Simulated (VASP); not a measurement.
# AgCl (R-3m) in VASP: notebook

The runs below take AgCl through single point, with PBE.

Program: VASP 6.6.1. These are calculated values, not measurements. Logs are shortened: lines on timing, memory, paths and dates and some standing lists are left out, and cuts for length are marked.

## Step 1: The cell of the first run

The structure is trigonal, space group R-3m (No. 166). The conventional cell has a = 4.832 Å, b = 4.832 Å, c = 6.007 Å, α = 90.00°, β = 90.00°, γ = 120.00°. Ag (site symmetry -3m) has 8 Cl at 2.96 to 3.00 Å and 6 Ag at 3.43 Å within 3.9 Å. Within 3.9 Å of Cl (site symmetry -3m) lie 8 Ag at 2.96 to 3.00 Å and 6 Cl at 3.43 Å.

## Step 2: Single point, PBE (equal xy, yz and zx shear strains of +1 %)

Input file INCAR:

```
PREC = Accurate
ENCUT = 520
EDIFF = 1E-6
ISMEAR = -1
SIGMA = 0.01
LREAL = False
LASPH = True
NELM = 60
ALGO = Normal
ISIF = 2
LWAVE = False
LCHARG = False
GGA = PE
NBANDS = 16
```

Input file KPOINTS:

```
regular mesh
0
Gamma
  9 9 9
```

Input file POSCAR:

```
AgCl
1.0
    3.4339730000      0.0171698650      0.0171698650
    0.0171698650      3.4339730000      0.0171698650
    0.0171698650      0.0171698650      3.4339730000
Ag Cl
1 1
Direct
    0.0000000000      0.0000000000      0.0000000000
    0.5000000000      0.5000000000      0.5000000000
```

Potentials or basis: VASP PAW PBE potentials, release 64 (Ag, Cl).

Launch:

```bash
cat potpaw_PBE.64/Ag/POTCAR potpaw_PBE.64/Cl/POTCAR > POTCAR
mpirun -np 1 vasp_std > vasp.out
```

OUTCAR:

```text
PREC = Accurate
   ENCUT = 520
   EDIFF = 1E-6
   ISMEAR = -1
   LREAL = False
   LASPH = True
   NELM = 60
   ISIF = 2
   GGA = PE

 ion  position               nearest neighbor table
   1  0.000  0.000  0.000-   2 2.96   2 2.96   2 2.96   2 2.96   2 2.96   2 2.96   2 3.00   2 3.00

   2  0.500  0.500  0.500-   1 2.96   1 2.96   1 2.96   1 2.96   1 2.96   1 2.96   1 3.00   1 3.00

  LATTYP: Found a trigonal (rhomboedric) cell.
 ALAT       =     3.4340588483
 COS(alpha) =     0.0100244988

  Lattice vectors:

 A1 = (   3.4339730000,   0.0171698650,   0.0171698650)
 A2 = (   0.0171698650,   3.4339730000,   0.0171698650)
 A3 = (   0.0171698650,   0.0171698650,   3.4339730000)

Analysis of symmetry for initial positions (statically):
=====================================================================
 Subroutine PRICEL returns:
 Original cell was already a primitive cell.

 Routine SETGRP: Setting up the symmetry group for a
 trigonal (rhombohedral) supercell.

 Subroutine GETGRP returns: Found 12 space group operations
 (whereof 12 operations were pure point group operations)
 out of a pool of 12 trial point group operations.

The static configuration has the point symmetry D_3d.

Analysis of symmetry for dynamics (positions and initial velocities):
=====================================================================
 Subroutine PRICEL returns:
 Original cell was already a primitive cell.

 Routine SETGRP: Setting up the symmetry group for a
 trigonal (rhombohedral) supercell.

 Subroutine GETGRP returns: Found 12 space group operations
 (whereof 12 operations were pure point group operations)
 out of a pool of 12 trial point group operations.

The dynamic configuration has the point symmetry D_3d.

 Subroutine INISYM returns: Found 12 space group operations
 (whereof 12 operations are pure point group operations),
 and found     1 'primitive' translations

----------------------------------------------------------------------------------------

                                     Primitive cell

  volume of cell :      40.4910

  direct lattice vectors                    reciprocal lattice vectors
     3.433973000  0.017169865  0.017169865     0.291222369 -0.001448868 -0.001448868
     0.017169865  3.433973000  0.017169865    -0.001448868  0.291222369 -0.001448868
     0.017169865  0.017169865  3.433973000    -0.001448868 -0.001448868  0.291222369

  length of vectors
     3.434058848  3.434058848  3.434058848     0.291229578  0.291229578  0.291229578

  position of ions in fractional coordinates (direct lattice)
     0.000000000  0.000000000  0.000000000
     0.500000000  0.500000000  0.500000000

  ion indices of the primitive-cell ions
   primitive index   ion index
                 1           1
                 2           2

----------------------------------------------------------------------------------------

 KPOINTS: regular mesh

Automatic generation of k-mesh.
 Grid dimensions read from file:
 generate k-points for:    9    9    9

 Generating k-lattice:

  Cartesian coordinates                     Fractional coordinates (reciprocal lattice)
     0.032358041 -0.000160985 -0.000160985     0.111111111 -0.000000000 -0.000000000
    -0.000160985  0.032358041 -0.000160985    -0.000000000  0.111111111 -0.000000000
    -0.000160985 -0.000160985  0.032358041    -0.000000000 -0.000000000  0.111111111

  Length of vectors
     0.032358842  0.032358842  0.032358842

  Shift w.r.t. Gamma in fractional coordinates (k-lattice)
     0.000000000  0.000000000  0.000000000

 Subroutine IBZKPT returns following result:
 ===========================================

 Found     85 irreducible k-points:

 Following reciprocal coordinates:
            Coordinates               Weight
  0.000000  0.000000  0.000000      1.000000
  0.111111  0.000000  0.000000      6.000000
  0.222222 -0.000000  0.000000      6.000000
  0.333333  0.000000  0.000000      6.000000
  0.444444 -0.000000  0.000000      6.000000
  0.111111  0.111111  0.000000      6.000000
[... 16 lines left out ...]
 -0.333333  0.333333  0.000000      6.000000
  0.444444  0.444444  0.000000      6.000000
 [... further k-points ...]
   k-points           NKPTS =     85   k-points in BZ     NKDIM =     85   number of bands    NBANDS=     16
   number of dos      NEDOS =    301   number of ions     NIONS =      2
   total plane-waves  NPLWV =  21952
   dimension x,y,z NGX =    28 NGY =   28 NGZ =   28
   dimension x,y,z NGXF=    56 NGYF=   56 NGZF=   56
   ions per type =               1   1
   NGX,Y,Z   is equivalent  to a cutoff of  13.56, 13.56, 13.56 a.u.
   NGXF,Y,Z  is equivalent  to a cutoff of  27.11, 27.11, 27.11 a.u.
 SYSTEM =  unknown system
   PREC   = accura    normal or accurate (medium, high low for compatibility)
   ISTART =      0    job   : 0-new  1-cont  2-samecut
   ICHARG =      2    charge: 1-file 2-atom 10-const
   ISPIN  =      1    spin polarized calculation?
   LNONCOLLINEAR =      F non collinear calculations
   LSORBIT =      F    spin-orbit coupling
   LASPH  =      T    aspherical Exc in radial PAW
   ENCUT  =  520.0 eV  38.22 Ry    6.18 a.u.   6.39  6.39  6.39*2*pi/ulx,y,z
   NELM   =     60;   NELMIN=  2; NELMDL= -5     # of ELM steps
   EDIFF  = 0.1E-05   stopping-criterion for ELM
   LREAL  =      F    real-space projection
   EDIFFG = 0.1E-04   stopping-criterion for IOM
   NSW    =      0    number of steps for IOM
   IBRION =     -1    ionic relax: 0-MD 1-quasi-New 2-CG
   NFREE  =      0    steps in history (QN), initial steepest desc. (CG)
   ISIF   =      2    stress and relaxation
   ISYM   =      2    0-nonsym 1-usesym 2-fastsym
   POTIM  = 0.5000    time-step for ionic-motion
   TEBEG  =    0.0;   TEEND  =   0.0 temperature during run
   PSTRESS=    0.0 pullay stress
   NELECT =      18.0000    total number of electrons
   NUPDOWN=      -1.0000    fix difference up-down
   EMIN   =  10.00;   EMAX   =-10.00  energy-range for DOS
   EFERMI =   0.00;   METHOD = LEGACY
   ISMEAR =    -1;   SIGMA  =   0.01  broadening in eV -4-tet -1-fermi 0-gaus
   EFERMI_NEDOS =   21; number of points for ismear=-14 and -15
   IALGO  =     38    algorithm
   IMIX   =      4    mixing-type and parameters
     AMIX     =   0.40;   BMIX     =  1.00
     AMIX_MAG =   1.60;   BMIX_MAG =  1.00
  volume/ion in A,a.u.               =      20.25       136.62
  Fermi-wavevector in a.u.,A,eV,Ry     =   1.249433  2.361086 21.239819  1.561083
  Thomas-Fermi vector in A             =   2.383474
   LORBIT       =      0    0 simple, 1 ext, 2 COOP (PROOUT), +10 PAW based schemes
   GGA     = PE    functional components
   LHFCALC =     F    Hartree Fock is set to
   AEXX    =    0.0000 exact exchange contribution
   IVDW    =     0    specifies the selected vdW correction
   LEPSILON=     F    determine dielectric tensor
   LRPA    =     F    only Hartree local field effects (RPA)
 non-spin polarized calculation
  energy-cutoff  :      520.00
  volume of cell :       40.49
 maximum number of plane-waves:      1102
 NGX is ok and might be reduce to    28
   NGX = 13   NGY = 13   NGZ = 13

 number of electron      18.0000003 magnetization

 Free energy of the ion-electron system (eV)
  ---------------------------------------------------
  ext. energy  EPLUGINS =         0.00000000
  ---------------------------------------------------
  free energy    TOTEN  =        -5.12269564 eV

  energy without entropy =       -5.12269564  energy(sigma->0) =       -5.12269564

 E-fermi :   4.1059     XC(G=0): -10.3850

 val. band max:        3.8823240077   @ k =   0.4444  -0.0000   0.0000
 cond. band min:       4.4612138531   @ k =   0.0000   0.0000   0.0000
 fundamental gap:      0.5788898454
 Fermi energy:         4.1059339940

 k-point     1 :       0.0000    0.0000    0.0000
  band No.  band energies     occupation
      1     -10.6843      2.00000
      2       1.1715      2.00000
      3       1.1715      2.00000
      4       2.1033      2.00000
      5       2.1033      2.00000
      6       2.1173      2.00000
[... 8 lines left out ...]
     15      17.6114      0.00000
     16      20.2740      0.00000

 k-point     2 :       0.1111    0.0000    0.0000
  band No.  band energies     occupation
      1     -10.6348      2.00000
      2       1.0191      2.00000
      3       1.1878      2.00000
      4       1.7684      2.00000
      5       1.8072      2.00000
      6       1.9969      2.00000
[... 8 lines left out ...]
     15      17.2387      0.00000
     16      20.2253      0.00000

 k-point     3 :       0.2222   -0.0000    0.0000
  band No.  band energies     occupation
      1     -10.5044      2.00000
      2       0.2587      2.00000
      3       1.2286      2.00000
      4       1.4116      2.00000
      5       1.4666      2.00000
      6       1.9648      2.00000
[... 8 lines left out ...]
     15      17.4044      0.00000
     16      20.1035      0.00000

 k-point     4 :       0.3333    0.0000    0.0000
  band No.  band energies     occupation
      1     -10.3460      2.00000
      2      -0.5696      2.00000
      3       1.1483      2.00000
      4       1.2195      2.00000
      5       1.2832      2.00000
      6       2.1440      2.00000
[... 8 lines left out ...]
     15      18.9600      0.00000
     16      19.9674      0.00000

 k-point     5 :       0.4444   -0.0000    0.0000
  band No.  band energies     occupation
      1     -10.2360      2.00000
      2      -1.0520      2.00000
      3       1.0159      2.00000
      4       1.0903      2.00000
      5       1.3138      2.00000
      6       2.1558      2.00000
[... 8 lines left out ...]
     15      19.7227      0.00000
     16      19.8797      0.00000

 k-point     6 :       0.1111    0.1111    0.0000
  band No.  band energies     occupation
      1     -10.5878      2.00000
      2       1.0219      2.00000
      3       1.0704      2.00000
      4       1.4660      2.00000
      5       1.6992      2.00000
      6       2.0700      2.00000
[... 8 lines left out ...]
     15      17.7463      0.00000
     16      19.6252      0.00000

 k-point     7 :       0.2222    0.1111    0.0000
  band No.  band energies     occupation
      1     -10.4622      2.00000
      2       0.3056      2.00000
      3       1.0975      2.00000
      4       1.3939      2.00000
      5       1.4779      2.00000
      6       2.0678      2.00000
[... 8 lines left out ...]
     15      17.8995      0.00000
     16      19.3883      0.00000

 k-point     8 :       0.3333    0.1111    0.0000
  band No.  band energies     occupation
      1     -10.3095      2.00000
      2      -0.4695      2.00000
      3       1.0592      2.00000
      4       1.2377      2.00000
      5       1.3674      2.00000
      6       2.0953      2.00000
[... 8 lines left out ...]
     15      19.1083      0.00000
     16      19.4132      0.00000

 k-point     9 :       0.4444    0.1111    0.0000
  band No.  band energies     occupation
      1     -10.2030      2.00000
      2      -0.9320      2.00000
      3       0.9811      2.00000
      4       1.1271      2.00000
      5       1.3594      2.00000
      6       2.1140      2.00000
[... 8 lines left out ...]
     15      19.4425      0.00000
     16      20.2223      0.00000
[... 172 lines left out ...]
 k-point    19 :      -0.2222    0.2222    0.0000
  band No.  band energies     occupation
      1     -10.3446      2.00000
      2       0.1850      2.00000
      3       0.7993      2.00000
      4       1.4044      2.00000
      5       1.4845      2.00000
      6       1.9940      2.00000
[... 8 lines left out ...]
     15      18.3242      0.00000
     16      18.6076      0.00000

 k-point    20 :       0.3333    0.3333    0.0000
  band No.  band energies     occupation
      1     -10.0939      2.00000
      2      -0.0511      2.00000
      3       0.5314      2.00000
      4       1.4840      2.00000
      5       1.5452      2.00000
      6       1.8926      2.00000
[... 8 lines left out ...]
     15      18.0125      0.00000
     16      19.5813      0.00000

 k-point    21 :       0.4444    0.3333    0.0000
  band No.  band energies     occupation
      1     -10.0125      2.00000
      2      -0.1498      2.00000
      3       0.5394      2.00000
      4       1.5047      2.00000
      5       1.5594      2.00000
      6       1.8965      2.00000
[... 8 lines left out ...]
     15      17.9934      0.00000
     16      20.3862      0.00000

 k-point    22 :      -0.4444    0.3333   -0.0000
  band No.  band energies     occupation
      1     -10.0109      2.00000
      2      -0.1596      2.00000
      3       0.5274      2.00000
      4       1.5133      2.00000
      5       1.5416      2.00000
      6       1.8966      2.00000
[... 8 lines left out ...]
     15      17.9487      0.00000
     16      20.3702      0.00000

 k-point    23 :      -0.3333    0.3333    0.0000
  band No.  band energies     occupation
      1     -10.0901      2.00000
      2      -0.0817      2.00000
      3       0.5122      2.00000
      4       1.4751      2.00000
      5       1.5308      2.00000
      6       1.8970      2.00000
[... 8 lines left out ...]
     15      17.9409      0.00000
     16      19.5816      0.00000

 k-point    24 :       0.4444    0.4444    0.0000
  band No.  band energies     occupation
      1      -9.9417      2.00000
      2       0.2116      2.00000
      3       0.3537      2.00000
      4       1.4516      2.00000
      5       1.7616      2.00000
      6       1.8307      2.00000
[... 8 lines left out ...]
     15      17.6946      0.00000
     16      19.8520      0.00000

 [... further k-points ...]
[... 5 lines left out ...]
  --------------------------------------------------------------------------------------
  -------------------------------------------------------------------------------------
  Total       -0.0605311     -0.0605311     -0.0605311      0.0307734      0.0307734      0.0307734
  in kB       -2.3951407     -2.3951407     -2.3951407      1.2176653      1.2176653      1.2176653
  external PRESSURE =      -2.3951407 kB  Pullay stress =       0.0000000 kB

 VOLUME and BASIS-vectors are now :
 -----------------------------------------------------------------------------
  energy-cutoff  :      520.00
  volume of cell :       40.49
      direct lattice vectors                 reciprocal lattice vectors
     3.433973000  0.017169865  0.017169865     0.291222369 -0.001448868 -0.001448868
     0.017169865  3.433973000  0.017169865    -0.001448868  0.291222369 -0.001448868
     0.017169865  0.017169865  3.433973000    -0.001448868 -0.001448868  0.291222369

 POSITION                                       TOTAL-FORCE (eV/Angst)
 -----------------------------------------------------------------------------------
      0.00000      0.00000      0.00000        -0.000000      0.000000      0.000000
      1.73416      1.73416      1.73416         0.000000     -0.000000     -0.000000
 -----------------------------------------------------------------------------------
    total drift:                               -0.000000      0.000000      0.000000

  FREE ENERGIE OF THE ION-ELECTRON SYSTEM (eV)
  ---------------------------------------------------
  free  energy   TOTEN  =        -5.1226956370 eV

  energy  without entropy=       -5.1226956370  energy(sigma->0) =       -5.12269564
```

Run time: 29 s. Hardware: 1 thread of Intel Xeon Platinum 8488C (Sapphire Rapids), shared host; peak memory 0.19 GiB.

What came out:

```yaml
Free_energy: -5.1227 eV
Pressure: -0.2 GPa
Band_gap_on_the_k_mesh: 0.58 eV (least direct gap 2.03 eV)
```

Levels at points of the mesh, in eV from the valence-band top:
```csv
k point,band 5,band 6,band 7,band 8,band 9,band 10,band 11,band 12,band 13,band 14
"(0.00, 0.00, 0.00)",-1.78,-1.76,-1.52,-1.52,-1.46,0.58,9.44,9.44,13.53,13.73
```

Caveat: the cell differs from its parent crystal (equal xy, yz and zx shear strains of +1 %); semilocal functionals underestimate gaps, and a narrow one can read as zero. A k mesh can miss the band edges.

## Step 3: Single point, PBE (equal xy, yz and zx shear strains of +3 %)

Input file INCAR:

```
ALGO = Normal ; EDIFF = 1E-7
ENCUT = 520 ; GGA = PE
ISIF = 2 ; ISMEAR = -1
LASPH = T ; LCHARG = T
LELF = T ; LREAL = F
LVHAR = T ; LWAVE = F
NBANDS = 16 ; NELM = 100
PREC = Accurate ; SIGMA = 0.01
```

Input file KPOINTS:

```
k-points
0
Gamma
  9 9 9
```

Input file POSCAR:

```
AgCl
1.0
    3.4339730000      0.0515095950      0.0515095950
    0.0515095950      3.4339730000      0.0515095950
    0.0515095950      0.0515095950      3.4339730000
Ag Cl
1 1
Direct
    0.0000000000      0.0000000000      0.0000000000
    0.5000000000      0.5000000000      0.5000000000
```

Potentials or basis: VASP PAW PBE potentials, release 64 (Ag, Cl).

Launch:

```bash
cat potpaw_PBE.64/Ag/POTCAR potpaw_PBE.64/Cl/POTCAR > POTCAR
mpirun -np 1 vasp_std > vasp.out
```

Wall time 31 s (1 thread of Intel Xeon Platinum 8488C (Sapphire Rapids), shared host); peak memory 0.19 GiB.

The run converged. Its results:

```
Free energy            : -5.1264 eV
Pressure               : -0.2 GPa
Band gap on the k mesh : 0.54 eV (least direct gap 1.97 eV)
```

Stress tensor (GPa, compression positive):
```
-0.18  0.36  0.36
 0.36 -0.18  0.36
 0.36  0.36 -0.18
```

Levels at points of the mesh, in eV from the valence-band top:
```csv
k point,band 5,band 6,band 7,band 8,band 9,band 10,band 11,band 12,band 13,band 14
"(0.00, 0.00, 0.00)",-1.85,-1.81,-1.62,-1.62,-1.43,0.54,9.40,9.40,13.24,13.80
```

Caveat: the cell differs from its parent crystal (equal xy, yz and zx shear strains of +3 %); semilocal functionals underestimate gaps, and a narrow one can read as zero. A k mesh can miss the band edges.
